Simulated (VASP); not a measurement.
# Rh (Pm-3n) in VASP: single point with PBEsol

Aim: the single point of Rh with PBEsol.

Everything below comes from runs of VASP 6.6.1. Logs are shortened: lines on timing, memory, paths and dates and some standing lists are left out, and cuts for length are marked.

**1. The cell of the first run**

Symmetry: Pm-3n, No. 223, cubic system. The conventional cell has a = 4.817 Å, b = 4.817 Å, c = 4.817 Å, α = 90.00°, β = 90.00°, γ = 90.00°. Within 3.6 Å of Rh (site symmetry m-3) lie 12 Rh at 2.69 Å. Rh (site symmetry -4m2) has 14 Rh at 2.41 to 2.95 Å within 3.2 Å.

**2. Single point, PBEsol**

The input, INCAR:

```
SYSTEM = Rh
PREC     = Accurate       ! precision mode
ENCUT    = 520            ! plane-wave cutoff, eV
EDIFF    = 1E-7           ! SCF threshold, eV
ISMEAR   = 0              ! smearing method
SIGMA    = 0.1            ! smearing width, eV
LREAL    = .FALSE.        ! projectors in reciprocal space
LASPH    = .TRUE.         ! aspherical terms in the spheres
NELM     = 100            ! most SCF steps
ALGO     = Fast           ! electronic algorithm
ISIF     = 2              ! what is computed and relaxed
LWAVE    = .FALSE.        ! write WAVECAR
LCHARG   = .FALSE.        ! write CHGCAR
GGA      = PS             ! functional
NBANDS   = 70             ! bands
```

The input, KPOINTS:

```
Automatic mesh
0
G
  8 8 8
  0 0 0
```

The input, POSCAR:

```
Rh
1.0
    4.8170833120      0.0000000000      0.0000000000
    0.0000000000      4.8170833120      0.0000000000
    0.0000000000      0.0000000000      4.8170833120
Rh
8
Direct
    0.5000000000      0.5000000000      0.5000000000
    0.0000000000      0.0000000000      0.0000000000
    0.2500000000      0.0000000000      0.5000000000
    0.5000000000      0.2500000000      0.0000000000
    0.5000000000      0.7500000000      0.0000000000
    0.7500000000      0.0000000000      0.5000000000
    0.0000000000      0.5000000000      0.7500000000
    0.0000000000      0.5000000000      0.2500000000
```

Potentials or basis: VASP PAW PBE potentials, release 64 (Rh_pv).

The run is started by

```console
$ cat potpaw_PBE.64/Rh_pv/POTCAR > POTCAR
$ mpirun -np 1 vasp_std > vasp.out
```

OUTCAR:

```text
SYSTEM = Rh
   PREC = Accurate
   ENCUT = 520
   EDIFF = 1E-7
   ISMEAR = 0
   LREAL = .FALSE.
   LASPH = .TRUE.
   NELM = 100
   ISIF = 2
   GGA = PS

 ion  position               nearest neighbor table
   1  0.500  0.500  0.500-   3 2.69   4 2.69   5 2.69   6 2.69   7 2.69   8 2.69   4 2.69   5 2.69
                             3 2.69   6 2.69   7 2.69   8 2.69
   2  0.000  0.000  0.000-   3 2.69   4 2.69   5 2.69   6 2.69   7 2.69   8 2.69   3 2.69   6 2.69
                             7 2.69   8 2.69   4 2.69   5 2.69
   3  0.250  0.000  0.500-   6 2.41   6 2.41   1 2.69   2 2.69   1 2.69   2 2.69   8 2.95   5 2.95
                             4 2.95   5 2.95   4 2.95   7 2.95   8 2.95   7 2.95
   4  0.500  0.250  0.000-   5 2.41   5 2.41   1 2.69   1 2.69   2 2.69   2 2.69   8 2.95   3 2.95
                             3 2.95   6 2.95   6 2.95   7 2.95   7 2.95   8 2.95
   5  0.500  0.750  0.000-   4 2.41   4 2.41   1 2.69   1 2.69   2 2.69   2 2.69   8 2.95   3 2.95
                             3 2.95   6 2.95   6 2.95   7 2.95   7 2.95   8 2.95
   6  0.750  0.000  0.500-   3 2.41   3 2.41   1 2.69   2 2.69   1 2.69   2 2.69   8 2.95   4 2.95
                             4 2.95   5 2.95   5 2.95   7 2.95   8 2.95   7 2.95
   7  0.000  0.500  0.750-   8 2.41   8 2.41   1 2.69   2 2.69   2 2.69   1 2.69   3 2.95   4 2.95
                             5 2.95   3 2.95   6 2.95   6 2.95   4 2.95   5 2.95
   8  0.000  0.500  0.250-   7 2.41   7 2.41   1 2.69   2 2.69   2 2.69   1 2.69   3 2.95   4 2.95
                             5 2.95   3 2.95   6 2.95   6 2.95   4 2.95   5 2.95

  LATTYP: Found a simple cubic cell.
 ALAT       =     4.8170833120

  Lattice vectors:

 A1 = (   4.8170833120,   0.0000000000,   0.0000000000)
 A2 = (   0.0000000000,   4.8170833120,   0.0000000000)
 A3 = (   0.0000000000,   0.0000000000,   4.8170833120)

Analysis of symmetry for initial positions (statically):
=====================================================================
 Subroutine PRICEL returns:
 Original cell was already a primitive cell.

 Routine SETGRP: Setting up the symmetry group for a
 simple cubic supercell.

 Subroutine GETGRP returns: Found 48 space group operations
 (whereof 24 operations were pure point group operations)
 out of a pool of 48 trial point group operations.

The static configuration has the point symmetry T_h .
 The point group associated with its full space group is O_h .

Analysis of symmetry for dynamics (positions and initial velocities):
=====================================================================
 Subroutine PRICEL returns:
 Original cell was already a primitive cell.

 Routine SETGRP: Setting up the symmetry group for a
 simple cubic supercell.

 Subroutine GETGRP returns: Found 48 space group operations
 (whereof 24 operations were pure point group operations)
 out of a pool of 48 trial point group operations.

The dynamic configuration has the point symmetry T_h .
 The point group associated with its full space group is O_h .

 Subroutine INISYM returns: Found 48 space group operations
 (whereof 24 operations are pure point group operations),
 and found     1 'primitive' translations

----------------------------------------------------------------------------------------

                                     Primitive cell

  volume of cell :     111.7770

  direct lattice vectors                    reciprocal lattice vectors
     4.817083312  0.000000000  0.000000000     0.207594500  0.000000000  0.000000000
     0.000000000  4.817083312  0.000000000     0.000000000  0.207594500  0.000000000
     0.000000000  0.000000000  4.817083312     0.000000000  0.000000000  0.207594500

  length of vectors
     4.817083312  4.817083312  4.817083312     0.207594500  0.207594500  0.207594500

  position of ions in fractional coordinates (direct lattice)
     0.500000000  0.500000000  0.500000000
     0.000000000  0.000000000  0.000000000
     0.250000000  0.000000000  0.500000000
     0.500000000  0.250000000  0.000000000
     0.500000000  0.750000000  0.000000000
     0.750000000  0.000000000  0.500000000
     0.000000000  0.500000000  0.750000000
     0.000000000  0.500000000  0.250000000

  ion indices of the primitive-cell ions
   primitive index   ion index
                 1           1
                 2           2
                 3           3
                 4           4
                 5           5
                 6           6
                 7           7
                 8           8

----------------------------------------------------------------------------------------

 KPOINTS: Automatic mesh

Automatic generation of k-mesh.
 Grid dimensions read from file:
 generate k-points for:    8    8    8

 Generating k-lattice:

  Cartesian coordinates                     Fractional coordinates (reciprocal lattice)
     0.025949312  0.000000000  0.000000000     0.125000000  0.000000000  0.000000000
     0.000000000  0.025949312  0.000000000     0.000000000  0.125000000  0.000000000
     0.000000000  0.000000000  0.025949312     0.000000000  0.000000000  0.125000000

  Length of vectors
     0.025949312  0.025949312  0.025949312

  Shift w.r.t. Gamma in fractional coordinates (k-lattice)
     0.000000000  0.000000000  0.000000000

 Subroutine IBZKPT returns following result:
 ===========================================

 Found     35 irreducible k-points:

 Following reciprocal coordinates:
            Coordinates               Weight
  0.000000  0.000000  0.000000      1.000000
  0.125000  0.000000  0.000000      6.000000
  0.250000  0.000000  0.000000      6.000000
  0.375000  0.000000  0.000000      6.000000
  0.500000  0.000000  0.000000      3.000000
  0.125000  0.125000  0.000000     12.000000
[... 16 lines left out ...]
  0.375000  0.375000  0.125000     24.000000
  0.500000  0.375000  0.125000     24.000000
 [... further k-points ...]
   k-points           NKPTS =     35   k-points in BZ     NKDIM =     35   number of bands    NBANDS=     70
   number of dos      NEDOS =    301   number of ions     NIONS =      8
   total plane-waves  NPLWV =  46656
   dimension x,y,z NGX =    36 NGY =   36 NGZ =   36
   dimension x,y,z NGXF=    72 NGYF=   72 NGZF=   72
   ions per type =               8
   NGX,Y,Z   is equivalent  to a cutoff of  12.42, 12.42, 12.42 a.u.
   NGXF,Y,Z  is equivalent  to a cutoff of  24.85, 24.85, 24.85 a.u.
 SYSTEM =  Rh
   PREC   = accura    normal or accurate (medium, high low for compatibility)
   ISTART =      0    job   : 0-new  1-cont  2-samecut
   ICHARG =      2    charge: 1-file 2-atom 10-const
   ISPIN  =      1    spin polarized calculation?
   LNONCOLLINEAR =      F non collinear calculations
   LSORBIT =      F    spin-orbit coupling
   LASPH  =      T    aspherical Exc in radial PAW
   ENCUT  =  520.0 eV  38.22 Ry    6.18 a.u.   8.96  8.96  8.96*2*pi/ulx,y,z
   NELM   =    100;   NELMIN=  2; NELMDL= -5     # of ELM steps
   EDIFF  = 0.1E-06   stopping-criterion for ELM
   LREAL  =      F    real-space projection
   EDIFFG = 0.1E-05   stopping-criterion for IOM
   NSW    =      0    number of steps for IOM
   IBRION =     -1    ionic relax: 0-MD 1-quasi-New 2-CG
   NFREE  =      0    steps in history (QN), initial steepest desc. (CG)
   ISIF   =      2    stress and relaxation
   ISYM   =      2    0-nonsym 1-usesym 2-fastsym
   POTIM  = 0.5000    time-step for ionic-motion
   TEBEG  =    0.0;   TEEND  =   0.0 temperature during run
   PSTRESS=    0.0 pullay stress
   NELECT =     120.0000    total number of electrons
   NUPDOWN=      -1.0000    fix difference up-down
   EMIN   =  10.00;   EMAX   =-10.00  energy-range for DOS
   EFERMI =   0.00;   METHOD = LEGACY
   ISMEAR =     0;   SIGMA  =   0.10  broadening in eV -4-tet -1-fermi 0-gaus
   EFERMI_NEDOS =   21; number of points for ismear=-14 and -15
   IALGO  =     68    algorithm
   IMIX   =      4    mixing-type and parameters
     AMIX     =   0.40;   BMIX     =  1.00
     AMIX_MAG =   1.60;   BMIX_MAG =  1.00
  volume/ion in A,a.u.               =      13.97        94.29
  Fermi-wavevector in a.u.,A,eV,Ry     =   1.676297  3.167743 38.232006  2.809973
  Thomas-Fermi vector in A             =   2.760765
   LORBIT       =      0    0 simple, 1 ext, 2 COOP (PROOUT), +10 PAW based schemes
   GGA     = PS    functional components
   LHFCALC =     F    Hartree Fock is set to
   AEXX    =    0.0000 exact exchange contribution
   IVDW    =     0    specifies the selected vdW correction
   LEPSILON=     F    determine dielectric tensor
   LRPA    =     F    only Hartree local field effects (RPA)
 non-spin polarized calculation
 RMM-DIIS sequential band-by-band and
 Gauss-broadening in eV      SIGMA  =   0.10
  energy-cutoff  :      520.00
  volume of cell :      111.78
 maximum number of plane-waves:      3032
 NGX is ok and might be reduce to    36
   NGX = 17   NGY = 17   NGZ = 17

 number of electron     119.9999983 magnetization

 Free energy of the ion-electron system (eV)
  ---------------------------------------------------
  ext. energy  EPLUGINS =         0.00000000
  ---------------------------------------------------
  free energy    TOTEN  =       -62.49523347 eV

  energy without entropy =      -62.40436146  energy(sigma->0) =      -62.44979747

 E-fermi :  11.5203     XC(G=0): -14.0908

 val. band max:       11.5199403173   @ k =   0.5000   0.5000   0.0000
 cond. band min:      11.5216912928   @ k =   0.5000   0.3750   0.0000
 fundamental gap:      0.0017509755
 Fermi energy:        11.5202611478

 k-point     1 :       0.0000    0.0000    0.0000
  band No.  band energies     occupation
      1     -35.8890      2.00000
      2     -35.8890      2.00000
      3     -35.8108      2.00000
      4     -35.3429      2.00000
      5     -35.3429      2.00000
      6     -35.3429      2.00000
[... 62 lines left out ...]
     69      16.3801      0.00000
     70      16.3809      0.00000
[... 1677 lines left out ...]
     69      14.7331      0.00000
     70      16.0500      0.00000

 [... further k-points ...]

------------------------ aborting loop because EDIFF is reached ----------------------------------------

  FORCE on cell =-STRESS in cart. coord.  units (eV):
  Direction    XX          YY          ZZ          XY          YZ          ZX
  --------------------------------------------------------------------------------------
  -------------------------------------------------------------------------------------
  Total       -0.0159021     -0.0159021     -0.0159021      0.0000000     -0.0000000      0.0000000
  in kB       -0.2279357     -0.2279357     -0.2279357      0.0000000     -0.0000000      0.0000000
  external PRESSURE =      -0.2279357 kB  Pullay stress =       0.0000000 kB

 VOLUME and BASIS-vectors are now :
 -----------------------------------------------------------------------------
  energy-cutoff  :      520.00
  volume of cell :      111.78
      direct lattice vectors                 reciprocal lattice vectors
     4.817083312  0.000000000  0.000000000     0.207594500  0.000000000  0.000000000
     0.000000000  4.817083312  0.000000000     0.000000000  0.207594500  0.000000000
     0.000000000  0.000000000  4.817083312     0.000000000  0.000000000  0.207594500

 POSITION                                       TOTAL-FORCE (eV/Angst)
 -----------------------------------------------------------------------------------
      2.40854      2.40854      2.40854        -0.000000      0.000000     -0.000000
      0.00000      0.00000      0.00000        -0.000000      0.000000     -0.000000
      1.20427      0.00000      2.40854         0.000000      0.000000      0.000000
      2.40854      1.20427      0.00000         0.000000      0.000000      0.000000
      2.40854      3.61281      0.00000        -0.000000     -0.000000     -0.000000
      3.61281      0.00000      2.40854        -0.000000     -0.000000     -0.000000
      0.00000      2.40854      3.61281        -0.000000     -0.000000     -0.000000
      0.00000      2.40854      1.20427         0.000000      0.000000      0.000000
 -----------------------------------------------------------------------------------
    total drift:                                0.000000      0.000000     -0.000000

  FREE ENERGIE OF THE ION-ELECTRON SYSTEM (eV)
  ---------------------------------------------------
  free  energy   TOTEN  =       -62.4952334702 eV

  energy  without entropy=      -62.4043614634  energy(sigma->0) =      -62.44979747
```

It took 4.2 min on 1 thread of Intel Xeon 8259CL, shared host; peak memory 0.32 GiB.

What came out:

```yaml
Free_energy: -62.4952 eV
Pressure: 0.0 GPa
Band_gap_on_the_k_mesh: zero (bands 60 and 61 overlap by 0.43 eV)
```

Caveat: the PAW data sets were made with another functional, which shifts forces and pressure a little.
